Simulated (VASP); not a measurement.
Wanted: the native input for a VASP 6.6.1 run.

- Task: single point
- Functional: r2SCAN
- Potentials or basis: VASP PAW PBE potentials, release 64 (Sn_d, Se)
- Cutoff: 520 eV
- k mesh: 6 × 6 × 4
- Occupations: gaussian, width 0.05 eV
- Spin: no spin polarisation
- Dipole correction: no
- Further INCAR settings: ALGO = Normal; EDIFF = 1e-06; NBANDS = 28

System: SnSe, a slab with vacuum.

```xyz
4
Lattice="4.2853 0.0000 0.0000 0.0000 4.2853 0.0321 0.0000 0.0824 10.9907" Properties=species:S:1:pos:R:3 pbc="T T T"
Sn    2.1427    0.0307    4.0911
Sn    0.0000    2.1944    6.9157
Se    2.1427    0.0508    6.7707
Se    0.0000    2.1743    4.2361
```

This cell differs from its parent crystal: strain +0.0150 x Voigt [0, 0, 0, 1, 0, 0].

The input as run:

POSCAR

```
SnSe
1.0
    4.2853274191      0.0000000000      0.0000000000
    0.0000000000      4.2853274191      0.0321399556
    0.0000000000      0.0824301910     10.9906921300
Sn Se
2 2
Direct
    0.5000000000      0.0000000000      0.3722291100
    0.0000000000      0.5000000000      0.6277708900
    0.5000000000      0.0000000000      0.6160394900
    0.0000000000      0.5000000000      0.3839605100
```

INCAR.step1

```
SYSTEM = SnSe
PREC = Accurate
ENCUT = 520
ISMEAR = 0
SIGMA = 0.05
LREAL = .False.
LASPH = .True.
NELM = 100
NBANDS = 28
GGA = PE
ALGO = Normal
EDIFF = 1E-4
LWAVE = .True.
LCHARG = .False.
```

INCAR.step2

```
SYSTEM = SnSe
PREC = Accurate
ENCUT = 520
EDIFF = 1E-6
ISMEAR = 0
SIGMA = 0.05
LREAL = .False.
LASPH = .True.
NELM = 100
ALGO = Normal
ISIF = 2
LWAVE = .False.
LCHARG = .False.
METAGGA = R2SCAN
LMIXTAU = .True.
NBANDS = 28
ISTART = 1
```

KPOINTS

```
Automatic mesh
0
Gamma
  6 6 4
  0 0 0
```

Potentials or basis: VASP PAW PBE potentials, release 64 (Sn_d, Se).

Command:

```console
$ cat potpaw_PBE.64/Sn_d/POTCAR potpaw_PBE.64/Se/POTCAR > POTCAR
$ cp INCAR.step1 INCAR
$ mpirun -np 1 vasp_std > vasp.out
$ cp INCAR.step2 INCAR
$ mpirun -np 1 vasp_std > vasp.out
```

It gave:

```
Largest force          : 0.052 eV/Å
Band gap on the k mesh : 1.77 eV
```

Caveat: the cell differs from its parent crystal (strain +0.0150 x Voigt [0, 0, 0, 1, 0, 0]); the PAW data sets were made with another functional, which shifts forces and pressure a little; spin-orbit coupling is left out, which moves the levels of the heavy elements.

Run time: 8.7 min on 1 thread of Intel(R) Xeon(R) 6975P-C (Granite Rapids) (shared host), peak memory 0.49 GiB.
